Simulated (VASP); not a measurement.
# W9C8 in VASP: single point with PBEsol

Aim: the single point of W9C8 with PBEsol.

All numbers are computed with VASP 6.6.1; they aren't measurements. Logs are shortened: lines on timing, memory, paths and dates and some standing lists are left out, and cuts for length are marked.

## Step 1: The cell of the first run

The cell holds a slab with vacuum, 17 atoms: a = 5.806 Å, b = 5.663 Å, c = 15.190 Å, α = 90.00°, β = 90.00°, γ = 90.00°.

## Step 2: Single point, PBEsol

Input file INCAR:

```
SYSTEM = W9C8
  PREC = Accurate
  ENCUT = 520
  EDIFF = 1E-7
  ISMEAR = 0
  SIGMA = 0.05
  LREAL = Auto
  LASPH = .True.
  NELM = 80
  ALGO = Normal
  ISIF = 2
  LWAVE = .False.
  LCHARG = .False.
  GGA = PS
  NBANDS = 93
```

Input file KPOINTS:

```
Automatic mesh
0
Gamma
  4 5 1
  0 0 0
```

Input file POSCAR:

```
W9C8
1.0
    5.8060000000      0.0000000000      0.0000000000
    0.0000000000      5.6630000000      0.0000000000
    0.0000000000      0.0000000000     15.1901200000
W C
9 8
Direct
    0.0000000000      0.0000000000      0.0658322647
    0.2414860489     -0.0065629525      0.2275766748
    0.0000000000      0.5000000000      0.0658322647
    0.2405980021      0.4942466890      0.2258990712
    0.5000000000      0.0000000000      0.0658322647
    0.7584960386     -0.0065281653      0.2275890513
    0.5000000000      0.5000000000      0.0658322647
    0.7595733724      0.4942417447      0.2259404139
    0.0002609370      0.4853561716      0.3844961725
    0.0001234929      0.2473607628      0.1668847909
    0.1619598691      0.2267658485      0.3270952435
    0.0000122287      0.7465350521      0.1664699160
    0.1514169824      0.7548061098      0.3266279002
    0.5000904237      0.2491447996      0.1710535532
    0.8383582501      0.2268905174      0.3270454085
    0.4999769204      0.7430978280      0.1711550008
    0.8481832587      0.7547172877      0.3266349443
```

Potentials or basis: VASP PAW PBE potentials, release 64 (W_sv, C).

Command:

```bash
$ cat potpaw_PBE.64/W_sv/POTCAR potpaw_PBE.64/C/POTCAR > POTCAR
$ mpirun -np 1 vasp_std > vasp.out
```

OUTCAR:

```text
SYSTEM = W9C8
   PREC = Accurate
   ENCUT = 520
   EDIFF = 1E-7
   ISMEAR = 0
   LREAL = Auto
   LASPH = .True.
   NELM = 80
   ISIF = 2
   GGA = PS

 ion  position               nearest neighbor table
   1  0.000  0.000  0.066-  10 2.08  12 2.10   2 2.83   6 2.83   3 2.83   3 2.83   5 2.90   5 2.90

   2  0.241  0.993  0.228-  11 2.06  13 2.09  12 2.19  10 2.21  16 2.24  14 2.26   6 2.80   4 2.83
                             1 2.83   4 2.84   5 2.88   6 3.00
   3  0.000  0.500  0.066-  12 2.07  10 2.10   4 2.80   8 2.80   1 2.83   1 2.83   7 2.90   7 2.90

   4  0.241  0.494  0.226-  10 2.17  13 2.19  12 2.19  11 2.21  14 2.21  16 2.22   9 2.78   8 2.79
                             3 2.80   2 2.83   2 2.84   7 2.86   8 3.01
   5  0.500  0.000  0.066-  14 2.13  16 2.16   7 2.83   7 2.83   2 2.88   6 2.88   1 2.90   1 2.90

   6  0.758  0.993  0.228-  15 2.06  17 2.09  12 2.19  10 2.21  16 2.24  14 2.25   2 2.80   8 2.83
                             1 2.83   8 2.84   5 2.88   2 3.00
   7  0.500  0.500  0.066-  16 2.11  14 2.14   5 2.83   5 2.83   4 2.86   8 2.86   3 2.90   3 2.90

   8  0.760  0.494  0.226-  10 2.17  17 2.19  12 2.19  15 2.20  14 2.21  16 2.22   9 2.78   4 2.79
                             3 2.80   6 2.83   6 2.84   7 2.86   4 3.01
   9  0.000  0.485  0.384-  11 1.95  15 1.95  13 1.97  17 1.97   4 2.78   8 2.78
  10  0.000  0.247  0.167-   1 2.08   3 2.10   4 2.17   8 2.17   2 2.21   6 2.21
  11  0.162  0.227  0.327-  15 1.88   9 1.95   2 2.06   4 2.21
  12  0.000  0.747  0.166-   3 2.07   1 2.10   2 2.19   6 2.19   8 2.19   4 2.19
  13  0.151  0.755  0.327-  17 1.76   9 1.97   2 2.09   4 2.19
  14  0.500  0.249  0.171-   5 2.13   7 2.14   4 2.21   8 2.21   6 2.25   2 2.26
  15  0.838  0.227  0.327-  11 1.88   9 1.95   6 2.06   8 2.20
  16  0.500  0.743  0.171-   7 2.11   5 2.16   4 2.22   8 2.22   2 2.24   6 2.24
  17  0.848  0.755  0.327-  13 1.76   9 1.97   6 2.09   8 2.19

  LATTYP: Found a simple orthorhombic cell.
 ALAT       =     5.6630000000
 B/A-ratio  =     1.0252516334
 C/A-ratio  =     2.6823450468

  Lattice vectors:

 A1 = (   0.0000000000,  -5.6630000000,   0.0000000000)
 A2 = (   5.8060000000,   0.0000000000,   0.0000000000)
 A3 = (   0.0000000000,   0.0000000000,  15.1901200000)

Analysis of symmetry for initial positions (statically):
=====================================================================
 Subroutine PRICEL returns:
 Original cell was already a primitive cell.

 Routine SETGRP: Setting up the symmetry group for a
 simple orthorhombic supercell.

 Subroutine GETGRP returns: Found  1 space group operations
 (whereof  1 operations were pure point group operations)
 out of a pool of  8 trial point group operations.

The static configuration has the point symmetry C_1 .

Analysis of symmetry for dynamics (positions and initial velocities):
=====================================================================
 Subroutine PRICEL returns:
 Original cell was already a primitive cell.

 Routine SETGRP: Setting up the symmetry group for a
 simple orthorhombic supercell.

 Subroutine GETGRP returns: Found  1 space group operations
 (whereof  1 operations were pure point group operations)
 out of a pool of  8 trial point group operations.

The dynamic configuration has the point symmetry C_1 .

 Subroutine INISYM returns: Found  1 space group operations
 (whereof  1 operations are pure point group operations),
 and found     1 'primitive' translations

----------------------------------------------------------------------------------------

                                     Primitive cell

  volume of cell :     499.4417

  direct lattice vectors                    reciprocal lattice vectors
     5.806000000  0.000000000  0.000000000     0.172235618  0.000000000  0.000000000
     0.000000000  5.663000000  0.000000000     0.000000000  0.176584849  0.000000000
     0.000000000  0.000000000 15.190120000     0.000000000  0.000000000  0.065832265

  length of vectors
     5.806000000  5.663000000 15.190120000     0.172235618  0.176584849  0.065832265

  position of ions in fractional coordinates (direct lattice)
     0.000000000  0.000000000  0.065832265
     0.241486049  0.993437048  0.227576675
     0.000000000  0.500000000  0.065832265
     0.240598002  0.494246689  0.225899071
     0.500000000  0.000000000  0.065832265
     0.758496039  0.993471835  0.227589051
[... 9 lines left out ...]
     0.499976920  0.743097828  0.171155001
     0.848183259  0.754717288  0.326634944

  ion indices of the primitive-cell ions
   primitive index   ion index
                 1           1
                 2           2
                 3           3
                 4           4
                 5           5
                 6           6
[... 9 lines left out ...]
                16          16
                17          17

----------------------------------------------------------------------------------------

 KPOINTS: Automatic mesh

Automatic generation of k-mesh.
 Grid dimensions read from file:
 generate k-points for:    4    5    1

 Generating k-lattice:

  Cartesian coordinates                     Fractional coordinates (reciprocal lattice)
     0.043058905  0.000000000  0.000000000     0.250000000  0.000000000  0.000000000
     0.000000000  0.035316970  0.000000000     0.000000000  0.200000000  0.000000000
     0.000000000  0.000000000  0.065832265     0.000000000  0.000000000  1.000000000

  Length of vectors
     0.043058905  0.035316970  0.065832265

  Shift w.r.t. Gamma in fractional coordinates (k-lattice)
     0.000000000  0.000000000  0.000000000

 Subroutine IBZKPT returns following result:
 ===========================================

 Found     11 irreducible k-points:

 Following reciprocal coordinates:
            Coordinates               Weight
  0.000000  0.000000  0.000000      1.000000
  0.250000  0.000000  0.000000      2.000000
  0.500000  0.000000  0.000000      1.000000
  0.000000  0.200000  0.000000      2.000000
  0.250000  0.200000  0.000000      2.000000
 -0.250000  0.200000  0.000000      2.000000
  0.500000  0.200000  0.000000      2.000000
  0.000000  0.400000  0.000000      2.000000
  0.250000  0.400000  0.000000      2.000000
 -0.250000  0.400000  0.000000      2.000000
  0.500000  0.400000  0.000000      2.000000
   k-points           NKPTS =     11   k-points in BZ     NKDIM =     11   number of bands    NBANDS=     93
   number of dos      NEDOS =    301   number of ions     NIONS =     17
   total plane-waves  NPLWV = 241920
   dimension x,y,z NGX =    48 NGY =   42 NGZ =  120
   dimension x,y,z NGXF=    96 NGYF=   84 NGZF=  240
   ions per type =               9   8
   NGX,Y,Z   is equivalent  to a cutoff of  13.74, 12.33, 13.13 a.u.
   NGXF,Y,Z  is equivalent  to a cutoff of  27.49, 24.66, 26.27 a.u.
 SYSTEM =  W9C8
   PREC   = accura    normal or accurate (medium, high low for compatibility)
   ISTART =      0    job   : 0-new  1-cont  2-samecut
   ICHARG =      2    charge: 1-file 2-atom 10-const
   ISPIN  =      1    spin polarized calculation?
   LNONCOLLINEAR =      F non collinear calculations
   LSORBIT =      F    spin-orbit coupling
   LASPH  =      T    aspherical Exc in radial PAW
   ENCUT  =  520.0 eV  38.22 Ry    6.18 a.u.  10.80 10.53 28.24*2*pi/ulx,y,z
   NELM   =     80;   NELMIN=  2; NELMDL= -5     # of ELM steps
   EDIFF  = 0.1E-06   stopping-criterion for ELM
   LREAL  =      T    real-space projection
   EDIFFG = 0.1E-05   stopping-criterion for IOM
   NSW    =      0    number of steps for IOM
   IBRION =     -1    ionic relax: 0-MD 1-quasi-New 2-CG
   NFREE  =      0    steps in history (QN), initial steepest desc. (CG)
   ISIF   =      2    stress and relaxation
   ISYM   =      2    0-nonsym 1-usesym 2-fastsym
   POTIM  = 0.5000    time-step for ionic-motion
   TEBEG  =    0.0;   TEEND  =   0.0 temperature during run
   PSTRESS=    0.0 pullay stress
   NELECT =     158.0000    total number of electrons
   NUPDOWN=      -1.0000    fix difference up-down
   EMIN   =  10.00;   EMAX   =-10.00  energy-range for DOS
   EFERMI =   0.00;   METHOD = LEGACY
   ISMEAR =     0;   SIGMA  =   0.05  broadening in eV -4-tet -1-fermi 0-gaus
   EFERMI_NEDOS =   21; number of points for ismear=-14 and -15
   IALGO  =     38    algorithm
   IMIX   =      4    mixing-type and parameters
     AMIX     =   0.40;   BMIX     =  1.00
     AMIX_MAG =   1.60;   BMIX_MAG =  1.00
  volume/ion in A,a.u.               =      29.38       198.26
  Fermi-wavevector in a.u.,A,eV,Ry     =   1.115490  2.107970 16.929967  1.244317
  Thomas-Fermi vector in A             =   2.252095
   LORBIT       =      0    0 simple, 1 ext, 2 COOP (PROOUT), +10 PAW based schemes
   GGA     = PS    functional components
   LHFCALC =     F    Hartree Fock is set to
   AEXX    =    0.0000 exact exchange contribution
   IVDW    =     0    specifies the selected vdW correction
   LEPSILON=     F    determine dielectric tensor
   LRPA    =     F    only Hartree local field effects (RPA)
 non-spin polarized calculation
 Gauss-broadening in eV      SIGMA  =   0.05
  energy-cutoff  :      520.00
  volume of cell :      499.44
 maximum number of plane-waves:     13496
 NGX is ok and might be reduce to    48
   NGX = 21   NGY = 21   NGZ = 57

 number of electron     157.9999999 magnetization

 Free energy of the ion-electron system (eV)
  ---------------------------------------------------
  ext. energy  EPLUGINS =         0.00000000
  ---------------------------------------------------
  free energy    TOTEN  =      -180.75118797 eV

  energy without entropy =     -180.73618472  energy(sigma->0) =     -180.74368635

 E-fermi :   1.5357     XC(G=0):  -6.6003

 val. band max:        1.4885816294   @ k =  -0.2500   0.4000   0.0000
 cond. band min:       1.5431047579   @ k =   0.0000   0.4000   0.0000
 fundamental gap:      0.0545231285
 Fermi energy:         1.5356549772

 k-point     1 :       0.0000    0.0000    0.0000
  band No.  band energies     occupation
      1     -73.0919      2.00000
      2     -72.7173      2.00000
      3     -72.6841      2.00000
      4     -72.6727      2.00000
      5     -72.6597      2.00000
      6     -72.6429      2.00000
[... 1023 lines left out ...]
     90       2.6460      0.00000
     91       2.8711      0.00000
 [bands above 91 left out]

------------------------ aborting loop because EDIFF is reached ----------------------------------------

  FORCE on cell =-STRESS in cart. coord.  units (eV):
  Direction    XX          YY          ZZ          XY          YZ          ZX
  --------------------------------------------------------------------------------------
  -------------------------------------------------------------------------------------
  Total      -19.5908705     -6.2212807      0.2851490      0.0192748      2.8654714     -0.0176773
  in kB      -62.8462717    -19.9574744      0.9147399      0.0618322      9.1922506     -0.0567077
  external PRESSURE =     -27.2963354 kB  Pullay stress =       0.0000000 kB

 VOLUME and BASIS-vectors are now :
 -----------------------------------------------------------------------------
  energy-cutoff  :      520.00
  volume of cell :      499.44
      direct lattice vectors                 reciprocal lattice vectors
     5.806000000  0.000000000  0.000000000     0.172235618  0.000000000  0.000000000
     0.000000000  5.663000000  0.000000000     0.000000000  0.176584849  0.000000000
     0.000000000  0.000000000 15.190120000     0.000000000  0.000000000  0.065832265

 POSITION                                       TOTAL-FORCE (eV/Angst)
 -----------------------------------------------------------------------------------
      0.00000      0.00000      1.00000        -0.000781     -0.136697     -0.465003
      1.40207      5.62583      3.45692         0.057171      0.031860     -0.009426
      0.00000      2.83150      1.00000         0.000316     -0.257573     -1.276930
      1.39691      2.79892      3.43143         0.063389     -0.026664     -0.015818
      2.90300      0.00000      1.00000         0.000749     -0.111172      1.144594
      4.40383      5.62603      3.45710        -0.051703      0.031011     -0.009267
[... 9 lines left out ...]
      2.90287      4.20816      2.59987         0.001060      0.031999      0.055106
      4.92455      4.27396      4.96162         0.196346      0.186860      0.000454
 -----------------------------------------------------------------------------------
    total drift:                               -0.000959      0.019855      0.005654

  FREE ENERGIE OF THE ION-ELECTRON SYSTEM (eV)
  ---------------------------------------------------
  free  energy   TOTEN  =      -180.7511879733 eV

  energy  without entropy=     -180.7361847173  energy(sigma->0) =     -180.74368635
```

Run time: 30 min. Hardware: 1 thread of Intel Xeon Platinum 8488C (Sapphire Rapids), shared host; peak memory 0.68 GiB.

Results:

| Property | Result |
| --- | --- |
| Free energy | -180.7512 eV |
| Largest force | 1.303 eV/Å |
| Band gap on the k mesh | zero (bands 79 and 80 overlap by 0.19 eV) |

Forces in eV/Å, atoms in the order of the input:
```
W   -0.001 -0.137 -0.465
W    0.057  0.032 -0.009
W    0.000 -0.258 -1.277
W    0.063 -0.027 -0.016
W    0.001 -0.111  1.145
W   -0.052  0.031 -0.009
W    0.003 -0.201  0.583
W   -0.067 -0.028 -0.026
W   -0.019  0.126  0.150
C   -0.003  0.038 -0.035
C    0.044  0.082 -0.001
C   -0.002 -0.012 -0.064
C   -0.181  0.201 -0.013
C    0.000 -0.030 -0.017
C   -0.041  0.073  0.001
C    0.001  0.032  0.055
C    0.196  0.187  0.000
```

Caveat: there is no dipole correction, which matters where the two faces differ; the PAW data sets were made with another functional, which shifts forces and pressure a little; spin-orbit coupling is left out, which moves the levels of the heavy elements.

The gap in the log of VASP goes by the Fermi energy; the results here count the filled bands.